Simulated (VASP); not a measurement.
Pt, 2 atoms in the cell. Symmetry: Cmcm, No. 63, orthorhombic system. The conventional cell has a = 2.345 Å, b = 5.495 Å, c = 4.781 Å, α = 90.00°, β = 90.00°, γ = 90.00°. Pt (site symmetry m2m) has 12 Pt at 2.34 to 3.01 Å within 3.1 Å.  This cell differs from its parent crystal: normal strain along x -0.1500, normal strain along y +0.1500.

* Program: VASP 6.6.1
* Task: single point
* Functional: PBE
* Potentials or basis: VASP PAW PBE potentials, release 64 (Pt)
* Cutoff: 520 eV
* k mesh: 18 × 18 × 10
* Occupations: gaussian, width 0.15 eV
* Spin: no spin polarisation
* Dipole correction: no
* Further INCAR settings: ALGO = Fast; EDIFF = 1e-06; NBANDS = 17

Potentials or basis: VASP PAW PBE potentials, release 64 (Pt).

Launch:

```sh
$ cat potpaw_PBE.64/Pt/POTCAR > POTCAR
$ mpirun -np 1 vasp_std > vasp.out
```

Hardware: 1 thread of Intel Xeon 8259CL, on a shared host.

Task: How long does it take, and how much memory?

Result: Run time: 4.1 min on 1 thread of Intel Xeon 8259CL, on a shared host, peak memory 0.34 GiB. Counts: scf iterations 12, k points 546.
